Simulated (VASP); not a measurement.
A run of VASP 6.6.1:

The input INCAR:

```
SYSTEM = HfB
ALGO = Normal
EDIFF = 1E-6
EDIFFG = -0.005
ENCUT = 600
GGA = PS
IBRION = 2
ISIF = 3
ISMEAR = 0
LASPH = .TRUE.
LCHARG = .FALSE.
LREAL = .FALSE.
LWAVE = .FALSE.
NELM = 100
NSW = 100
PREC = Accurate
SIGMA = 0.1
```

The input KPOINTS:

```
k-points
0
G
  16 16 16
  0 0 0
```

Contents of POSCAR:

```
HfB
1.0
    0.0000000000      2.3934782255      2.3934782255
    2.3934782255      0.0000000000      2.3934782255
    2.3934782255      2.3934782255      0.0000000000
Hf B
1 1
Direct
    0.5000000000      0.5000000000      0.5000000000
    0.0000000000      0.0000000000      0.0000000000
```

Potentials or basis: VASP PAW PBE potentials, release 64 (Hf_pv, B).

The run is started by

```sh
$ cat potpaw_PBE.64/Hf_pv/POTCAR potpaw_PBE.64/B/POTCAR > POTCAR
$ mpirun -np 1 vasp_std > vasp.out
```

Hardware: 1 thread of Intel(R) Xeon(R) Platinum 8375C CPU @ 2.90GHz (Ice Lake) (shared host).

Problem. How long does it take, and how much memory?

Solution. It took 65 s on 1 thread of Intel(R) Xeon(R) Platinum 8375C CPU @ 2.90GHz (Ice Lake) (shared host), peak memory 0.2 GiB. Counts: scf iterations 22, k points 145, ion steps 3.
